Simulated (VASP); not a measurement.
Input of a VASP 6.6.1 run:

Contents of INCAR:

```
SYSTEM = KMgF3
ALGO = Normal
EDIFF = 1E-6
ENCUT = 520
GGA = PS
ISIF = 2
ISMEAR = 0
LASPH = .True.
LCHARG = .False.
LREAL = .False.
LWAVE = .False.
NBANDS = 24
NELM = 80
PREC = Accurate
SIGMA = 0.05
```

File KPOINTS:

```
k-points
0
Gamma
  6 6 6
  0 0 0
```

The input POSCAR:

```
KMgF3
1.0
    4.0982375003      0.0000000000      0.0000000000
    0.0000000000      4.0982375003      0.0000000000
    0.0000000000      0.0000000000      3.7703785003
K Mg F
1 1 3
Direct
    0.5000000000      0.5000000000      0.5000000000
    0.0000000000      0.0000000000      0.0000000000
    0.5000000000      0.0000000000      0.0000000000
    0.0000000000      0.5000000000      0.0000000000
    0.0000000000      0.0000000000      0.5000000000
```

Potentials or basis: VASP PAW PBE potentials, release 64 (K_sv, Mg, F).

The run is started by

```sh
$ cat potpaw_PBE.64/K_sv/POTCAR potpaw_PBE.64/Mg/POTCAR potpaw_PBE.64/F/POTCAR > POTCAR
$ mpirun -np 1 vasp_std > vasp.out
```

Question: Estimate the band gap on the k mesh.

Answer: 7.09 eV (least direct gap 7.41 eV).

Question: Predict the pressure.

Answer: 0.8 GPa.

Stress tensor (GPa, compression positive):
```
-2.44  0.00  0.00
 0.00 -2.44  0.00
 0.00  0.00  7.21
```

Caveat: the stress differs along the axes, from -2 to 7 GPa; the PAW data sets were made with another functional, which shifts forces and pressure a little. A k mesh can miss the band edges.
